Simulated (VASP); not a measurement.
Write the native input for VASP 6.6.1 that does the following.

```
Task                   : single point
Functional             : PBE
Dispersion             : D3(BJ)
Potentials or basis    : VASP PAW PBE potentials, release 64 (Be, Cl)
Cutoff                 : 520 eV
k mesh                 : 5 × 5 × 1
Occupations            : gaussian, width 0.05 eV
Spin                   : no spin polarisation
Dipole correction      : no
Further INCAR settings : LREAL = Auto; ALGO = Normal; EDIFF = 1e-06; NBANDS = 34
```

The structure of Be16Cl lies in POSCAR:

```
Be16Cl
1.0
    4.5800000000      0.0000000000      0.0000000000
    2.2900000000      3.9663960000      0.0000000000
    0.0000000000      0.0000000000     16.3826450000
Be Cl
16 1
Direct
   -0.1666666667      0.3333333333      0.0610402044
    0.3333333333      0.3333333333      0.0610402044
   -0.1666666667      0.8333333333      0.0610402044
    0.3333333333      0.8333333333      0.0610402044
    0.0002987031      0.0016213711      0.1729368487
    0.5006448993      0.0008486293      0.1716922390
    0.0000413800      0.5002150567      0.1721577926
    0.5014853886      0.5003615373      0.1729943486
   -0.1659845486      0.3341136387      0.2838975635
    0.3413959451      0.3302963194      0.2816910822
   -0.1699388121      0.8417326460      0.2816434709
    0.3339043749      0.8339318616      0.2783737302
    0.0128617067     -0.0075133698      0.3976852334
    0.4975044899     -0.0025116000      0.3886955373
    0.0077243483      0.5082071987      0.3812046834
    0.4926558234      0.5126769995      0.3979590597
    0.7139029632      0.2141883967      0.5013224665
```

The input as run:

INCAR

```
SYSTEM = Be16Cl
PREC = Accurate
ENCUT = 520
EDIFF = 1E-6
ISMEAR = 0
SIGMA = 0.05
LREAL = Auto
LASPH = .True.
NELM = 100
ALGO = Normal
ISIF = 2
LWAVE = .False.
LCHARG = .False.
GGA = PE
IVDW = 12
NBANDS = 34
```

KPOINTS

```
regular mesh
0
Gamma
  5 5 1
  0 0 0
```

Potentials or basis: VASP PAW PBE potentials, release 64 (Be, Cl).

Run with:

```console
$ cat potpaw_PBE.64/Be/POTCAR potpaw_PBE.64/Cl/POTCAR > POTCAR
$ mpirun -np 1 vasp_std > vasp.out
```

Results of the run:

```yaml
Largest_force: 0.200 eV/Å
Band_gap_on_the_k_mesh: zero (an odd number of electrons rules out a gap without spin polarisation)
Dispersion_energy_per_atom: -0.255 eV
```

Caveat: an odd number of electrons without spin polarisation forces a metal; a magnetic or distorted state may lie lower.

Wall time 3.5 min on 1 thread of Intel(R) Xeon(R) 6975P-C (Granite Rapids), on a shared host, peak memory 0.41 GiB.
